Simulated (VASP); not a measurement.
# TaN (P1) in VASP: single point with PBEsol

Aim: the single point of TaN with PBEsol.

Program: VASP 6.6.1. These are calculated values, not measurements. Logs are shortened: lines on timing, memory, paths and dates and some standing lists are left out, and cuts for length are marked.

## (1) The cell of the first run

The typed cell holds 2 atoms: a = 2.885 Å, b = 3.023 Å, c = 2.809 Å, α = 90.96°, β = 87.76°, γ = 120.22°.

## (2) Single point, PBEsol (atoms moved at random and the cell strained at random)

The input, INCAR:

```
ALGO = Normal ; EDIFF = 1E-7
ENCUT = 520 ; GGA = PS
ISIF = 2 ; ISMEAR = 0
LASPH = True ; LCHARG = False
LREAL = False ; LWAVE = False
NBANDS = 15 ; NELM = 80
PREC = Accurate ; SIGMA = 0.15
```

The input, KPOINTS:

```
k-points
0
Gamma
  12 12 12
```

The input, POSCAR:

```
TaN
1.0
    2.8844752965     -0.0444662990      0.0561825516
   -1.4807465928      2.6355040787     -0.0249924264
    0.0551591683      0.0035130642      2.8085165831
Ta N
1 1
Direct
    0.3411096603      0.6682200582      0.4967821879
   -0.0077763270     -0.0015533916      0.0032178121
```

Potentials or basis: VASP PAW PBE potentials, release 64 (Ta_pv, N).

Command:

```
$ cat potpaw_PBE.64/Ta_pv/POTCAR potpaw_PBE.64/N/POTCAR > POTCAR
$ mpirun -np 1 vasp_std > vasp.out
```

OUTCAR:

```text
EDIFF = 1E-7
   ENCUT = 520
   GGA = PS
   ISIF = 2
   ISMEAR = 0
   LASPH = True
   LREAL = False
   NELM = 80
   PREC = Accurate

 ion  position               nearest neighbor table
   1  0.341  0.668  0.497-   2 2.10   2 2.20   2 2.21   2 2.24   2 2.25   2 2.26
   2  0.992  0.998  0.003-   1 2.10   1 2.20   1 2.21   1 2.24   1 2.25   1 2.26

  LATTYP: Found a triclinic cell.
 ALAT       =     4.1138767718
 B/A-ratio  =     0.6828256036
 C/A-ratio  =     1.2706051388
 COS(alpha) =     0.0021466105
 COS(beta)  =     0.6262070545
 COS(gamma) =     0.6978937102

  Lattice vectors:

 A1 = (  -1.4588878720,  -2.5945508439,  -2.8397067083)
 A2 = (  -0.0551591683,  -0.0035130642,  -2.8085165831)
 A3 = (   0.0770178891,  -5.2265418584,  -0.0061976988)

Analysis of symmetry for initial positions (statically):
=====================================================================
 Subroutine PRICEL returns:
 Original cell was already a primitive cell.

 Routine SETGRP: Setting up the symmetry group for a
 triclinic supercell.

 Subroutine GETGRP returns: Found  1 space group operations
 (whereof  1 operations were pure point group operations)
 out of a pool of  2 trial point group operations.

The static configuration has the point symmetry C_1 .

Analysis of symmetry for dynamics (positions and initial velocities):
=====================================================================
 Subroutine PRICEL returns:
 Original cell was already a primitive cell.

 Routine SETGRP: Setting up the symmetry group for a
 triclinic supercell.

 Subroutine GETGRP returns: Found  1 space group operations
 (whereof  1 operations were pure point group operations)
 out of a pool of  2 trial point group operations.

The dynamic configuration has the point symmetry C_1 .

 Subroutine INISYM returns: Found  1 space group operations
 (whereof  1 operations are pure point group operations),
 and found     1 'primitive' translations

----------------------------------------------------------------------------------------

                                     Primitive cell

  volume of cell :      21.1574

  direct lattice vectors                    reciprocal lattice vectors
     2.884475296 -0.044466299  0.056182552     0.349851235  0.196494918 -0.007116854
    -1.480746593  2.635504079 -0.024992426     0.005911959  0.382750022 -0.000594878
     0.055159168  0.003513064  2.808516583    -0.006945938 -0.000524738  0.356196927

  length of vectors
     2.885365049  3.023097227  2.809060390     0.401318812  0.382796140  0.356265031
[... 87 lines left out ...]
   ISIF   =      2    stress and relaxation
   ISYM   =      2    0-nonsym 1-usesym 2-fastsym
   POTIM  = 0.5000    time-step for ionic-motion
   TEBEG  =    0.0;   TEEND  =   0.0 temperature during run
   PSTRESS=    0.0 pullay stress
   NELECT =      16.0000    total number of electrons
   NUPDOWN=      -1.0000    fix difference up-down
   EMIN   =  10.00;   EMAX   =-10.00  energy-range for DOS
   EFERMI =   0.00;   METHOD = LEGACY
   ISMEAR =     0;   SIGMA  =   0.15  broadening in eV -4-tet -1-fermi 0-gaus
   EFERMI_NEDOS =   21; number of points for ismear=-14 and -15
   IALGO  =     38    algorithm
   IMIX   =      4    mixing-type and parameters
     AMIX     =   0.40;   BMIX     =  1.00
     AMIX_MAG =   1.60;   BMIX_MAG =  1.00
  volume/ion in A,a.u.               =      10.58        71.39
  Fermi-wavevector in a.u.,A,eV,Ry     =   1.491514  2.818553 30.267713  2.224614
  Thomas-Fermi vector in A             =   2.604159
   LORBIT       =      0    0 simple, 1 ext, 2 COOP (PROOUT), +10 PAW based schemes
   GGA     = PS    functional components
   LHFCALC =     F    Hartree Fock is set to
   AEXX    =    0.0000 exact exchange contribution
   IVDW    =     0    specifies the selected vdW correction
   LEPSILON=     F    determine dielectric tensor
   LRPA    =     F    only Hartree local field effects (RPA)
 non-spin polarized calculation
 Gauss-broadening in eV      SIGMA  =   0.15
  energy-cutoff  :      520.00
  volume of cell :       21.16
 maximum number of plane-waves:       584
 NGX is ok and might be reduce to    24
   NGX = 11   NGY = 11   NGZ = 11

 number of electron      16.0000001 magnetization

 Free energy of the ion-electron system (eV)
  ---------------------------------------------------
  ext. energy  EPLUGINS =         0.00000000
  ---------------------------------------------------
  free energy    TOTEN  =       -23.67703968 eV

  energy without entropy =      -23.67605652  energy(sigma->0) =      -23.67654810

 E-fermi :   8.2557     XC(G=0): -13.5960

 val. band max:        8.2381281296   @ k =   0.0833  -0.0000   0.5000
 cond. band min:       8.2683057057   @ k =   0.5000  -0.0000   0.5000
 fundamental gap:      0.0301775761
 Fermi energy:         8.2557091917

 k-point     1 :       0.0000    0.0000    0.0000
  band No.  band energies     occupation
      1     -26.3392      2.00000
      2     -26.2415      2.00000
      3     -26.1287      2.00000
      4      -9.6167      2.00000
      5       3.0215      2.00000
      6       3.5737      2.00000
      7       4.2278      2.00000
      8       5.5560      2.00000
      9      10.3043      0.00000
     10      11.8063      0.00000
     11      12.1025      0.00000
     12      12.6313      0.00000
     13      12.8667      0.00000
     14      21.5317      0.00000
[... 401 lines left out ...]
      2     -26.6163      2.00000
      3     -26.1913      2.00000
      4      -7.1557      2.00000
      5       0.1965      2.00000
      6       3.2621      2.00000
      7       3.4456      2.00000
      8       6.4283      2.00000
      9      10.4130      0.00000
     10      10.4809      0.00000
     11      12.6404      0.00000
     12      15.1098      0.00000
     13      17.4664      0.00000
     14      21.5254      0.00000
     15      21.8877      0.00000

 [... further k-points ...]
[... 5 lines left out ...]
  --------------------------------------------------------------------------------------
  -------------------------------------------------------------------------------------
  Total        1.3366696     -1.7033824      2.6047702      1.1023508     -0.2871853     -1.5290964
  in kB      101.2213745   -128.9912675    197.2502556     83.4772191    -21.7475527   -115.7931879
  external PRESSURE =      56.4934542 kB  Pullay stress =       0.0000000 kB

 VOLUME and BASIS-vectors are now :
 -----------------------------------------------------------------------------
  energy-cutoff  :      520.00
  volume of cell :       21.16
      direct lattice vectors                 reciprocal lattice vectors
     2.884475296 -0.044466299  0.056182552     0.349851235  0.196494918 -0.007116854
    -1.480746593  2.635504079 -0.024992426     0.005911959  0.382750022 -0.000594878
     0.055159168  0.003513064  2.808516583    -0.006945938 -0.000524738  0.356196927

 POSITION                                       TOTAL-FORCE (eV/Angst)
 -----------------------------------------------------------------------------------
      0.02186      1.74767      1.39768        -0.803400     -0.331936      0.483343
      1.38378      2.58730      0.03983         0.803400      0.331936     -0.483343
 -----------------------------------------------------------------------------------
    total drift:                                0.000054      0.000141      0.000109

  FREE ENERGIE OF THE ION-ELECTRON SYSTEM (eV)
  ---------------------------------------------------
  free  energy   TOTEN  =       -23.6770396820 eV

  energy  without entropy=      -23.6760565221  energy(sigma->0) =      -23.67654810
```

OSZICAR:

```text
N       E                     dE             d eps       ncg     rms          rms(c)
DAV:   1     0.909446856863E+02    0.90945E+02   -0.87469E+03 26048   0.113E+03
DAV:   2    -0.231663193503E+02   -0.11411E+03   -0.10735E+03 31682   0.308E+02
DAV:   3    -0.260010292530E+02   -0.28347E+01   -0.28212E+01 29547   0.453E+01
DAV:   4    -0.260124814244E+02   -0.11452E-01   -0.11449E-01 34195   0.311E+00
DAV:   5    -0.260125489794E+02   -0.67555E-04   -0.67552E-04 29960   0.222E-01    0.251E+01
DAV:   6    -0.237694354466E+02    0.22431E+01   -0.34883E+00 34422   0.225E+01    0.108E+01
DAV:   7    -0.237114863774E+02    0.57949E-01   -0.54436E-01 28728   0.580E+00    0.727E+00
DAV:   8    -0.236845579522E+02    0.26928E-01   -0.14019E-01 32347   0.310E+00    0.152E+00
DAV:   9    -0.236771453027E+02    0.74126E-02   -0.15472E-02 28749   0.103E+00    0.192E-01
DAV:  10    -0.236771143942E+02    0.30908E-04   -0.11166E-03 32788   0.391E-01    0.865E-02
DAV:  11    -0.236770392375E+02    0.75157E-04   -0.10641E-04 30695   0.113E-01    0.103E-02
DAV:  12    -0.236770397629E+02   -0.52542E-06   -0.12376E-05 27965   0.326E-02    0.521E-03
DAV:  13    -0.236770396820E+02    0.80924E-07   -0.65071E-08 24264   0.232E-03
   1 F= -.23677040E+02 E0= -.23676548E+02  d E =-.983160E-03
```

stdout:

```text
POSCAR found type information on POSCAR TaN
 POSCAR found :  2 types and       2 ions
 scaLAPACK will be used
 -----------------------------------------------------------------------------
|                                                                             |
|                                                                             |
|     You enforced a specific xc type in the INCAR file but a different       |
|     I HOPE YOU KNOW WHAT YOU ARE DOING!                                     |
|                                                                             |
 -----------------------------------------------------------------------------

 LDA part: xc-table for (Slater+PW92), standard interpolation
 POSCAR, INCAR and KPOINTS ok, starting setup
 FFT: planning ... GRIDC
 FFT: planning ... GRID_SOFT
 FFT: planning ... GRID
 WAVECAR not read
 entering main loop
```

Wall time 1.7 min (1 thread of Intel Xeon Platinum 8488C (Sapphire Rapids), shared host); peak memory 0.38 GiB.

Results:

```yaml
Free_energy: -23.6770 eV
Pressure: 5.6 GPa
Largest_force: 0.995 eV/Å
Band_gap_on_the_k_mesh: zero (bands 8 and 9 overlap by 0.13 eV)
```

Forces in eV/Å, atoms in the order of the input:
```
Ta  -0.803 -0.332  0.483
N    0.803  0.332 -0.483
```

Levels at points of the mesh, in eV from the Fermi level:
```tsv
k point	band 6	band 7	band 8	band 9	band 10	band 11
(0.00, 0.00, 0.00)	-4.68	-4.03	-2.70	2.05	3.55	3.85
(0.50, 0.00, 0.00)	-5.12	-3.58	-3.37	2.96	3.81	5.36
(0.00, 0.50, 0.00)	-4.98	-3.80	-2.90	3.19	4.18	5.15
(0.50, 0.50, 0.00)	-4.95	-3.70	-3.10	3.16	3.91	5.30
(0.00, 0.00, 0.50)	-4.21	-3.83	-0.56	0.50	2.53	2.93
(0.50, 0.00, 0.50)	-6.22	-6.10	0.01	4.22	5.48	6.64
(0.00, 0.50, 0.50)	-6.18	-5.63	-0.40	4.31	5.15	6.40
(0.50, 0.50, 0.50)	-6.33	-5.98	-0.03	4.27	5.10	6.61
```

Caveat: the cell differs from its parent crystal (atoms moved at random and the cell strained at random); the cell stands under pressure; the PAW data sets were made with another functional, which shifts forces and pressure a little; spin-orbit coupling is left out, which moves the levels of the heavy elements.
